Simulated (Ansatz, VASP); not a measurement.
# One calculation of CaCu3C2, two programs

```
CELL_PARAMETERS angstrom
-2.65910 2.65910 3.54803
2.65910 -2.65910 3.54803
2.65910 2.65910 -3.54803
ATOMIC_POSITIONS crystal
Ca 0.00000 0.00000 0.00000
Cu 0.50000 0.00000 0.50000
Cu 0.00000 0.50000 0.50000
Cu 0.50000 0.50000 0.00000
C 0.75000 0.25000 0.50000
C 0.25000 0.75000 0.50000
```

Alike in both runs: functional PBE; k mesh 10 × 10 × 10; occupations gaussian, width 0.1 eV; no spin polarisation.

Ansatz relaxed the structure, and its values are those at the end. VASP's run is a single point on that final structure, the one shown.

|  | VASP | Ansatz |
| --- | --- | --- |
| version | VASP 6.6.1 | Ansatz 0.2.0 |
| potentials or method | VASP PAW PBE potentials, release 64 (Ca_sv, Cu, C), cutoff 520 eV | scalar-relativistic, plane waves, PAW |
| valence electrons in the cell | 51 | 75 |

```csv
,VASP,Ansatz,Ansatz less VASP
gap on the k mesh at the Fermi level (eV),none,none,-
pressure (GPa),0.1,0.0,-0.09
```

A gap of «none» marks a metal or a gap that the smearing closes. VASP's potentials hold 51 valence electrons a cell and Ansatz's 75, so a difference there can come from the potentials and not from the codes.
